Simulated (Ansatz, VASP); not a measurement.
## AlN: VASP beside Ansatz

File POSCAR:

```
AlN
1.0
    3.1110021516      0.0000000000      0.0000000000
   -1.5555010758      2.6942068945      0.0000000000
    0.0000000000      0.0000000000      4.9780000000
Al N
2 2
Direct
    0.3333333333      0.6666666667     -0.0104285404
    0.6666666667      0.3333333333      0.4895714596
    0.3333333333      0.6666666667      0.4050883889
    0.6666666667      0.3333333333      0.9050883889
```

The input INCAR.step1:

```
ALGO = Normal ; EDIFF = 1E-4
ENCUT = 520 ; GGA = PE
ISMEAR = 0 ; LASPH = True
LCHARG = False ; LREAL = False
LWAVE = True ; NBANDS = 16
NELM = 100 ; PREC = Accurate
SIGMA = 0.05
```

INCAR.step2

```
ALGO = Normal ; EDIFF = 1E-6
ENCUT = 520 ; ISIF = 2
ISMEAR = 0 ; ISTART = 1
LASPH = True ; LCHARG = True
LELF = True ; LMIXTAU = True
LREAL = False ; LVHAR = True
LWAVE = False ; METAGGA = R2SCAN
NBANDS = 16 ; NELM = 100
PREC = Accurate ; SIGMA = 0.05
```

The input KPOINTS:

```
k-points
0
Gamma
  12 12 6
```

Input for Ansatz:

```yaml
crystal:
  lattice:
    - [3.1110021516, 0.0, 0.0]
    - [-1.5555010758, 2.6942068945, 0.0]
    - [0.0, 0.0, 4.978]
  atoms:
    - { symbol: Al, position: [0.3333333333, 0.6666666667, -0.0104285404] }
    - { symbol: Al, position: [0.6666666667, 0.3333333333, 0.4895714596] }
    - { symbol: "N", position: [0.3333333333, 0.6666666667, 0.4050883889] }
    - { symbol: "N", position: [0.6666666667, 0.3333333333, 0.9050883889] }
basis:
  ecutwfc: 500
kpoints:
  mp_grid: { grid: [12, 12, 6] }
hamiltonian:
  xc: r2scan
scf:
  occupations: { method: gaussian, width: 0.05 }
output:
  forces: true
  stress: true
  eigenvalues: true
```

Change from the starting cell: mode 7 (591.5 1/cm) frozen in, largest displacement +0.100 Å.

Alike in both runs: task single point; functional r2SCAN; k mesh 12 × 12 × 6; occupations gaussian, width 0.05 eV; no spin polarisation.

|  | VASP | Ansatz |
| --- | --- | --- |
| version | VASP 6.6.1 | Ansatz 0.2.0 |
| potentials or method | VASP PAW PBE potentials, release 64 (Al, N), cutoff 520 eV | scalar-relativistic, plane waves, PAW |
| valence electrons in the cell | 16 | 16 |

VASP gave:

- gap on the k mesh at the Fermi level (eV): 4.32
- least direct gap on the mesh (eV): 4.32
- pressure (GPa): 0.8
- traceless stress, the component that is largest in VASP (GPa): -10.74
- rms of the force components (eV/Å): 0.759

Problem. Estimate Ansatz's values.

Solution. gap on the k mesh at the Fermi level (eV): 4.29; least direct gap on the mesh (eV): 4.29; pressure (GPa): 1.2; traceless stress, the component that is largest in VASP (GPa): -10.59; rms of the force components (eV/Å): 0.751.

VASP's potentials were made for PBE, not for r2SCAN. Atom by atom the forces differ by 0.008 eV/Å (rms over components). With one functional, cell and mesh, what is left measures potentials, basis and numerics.
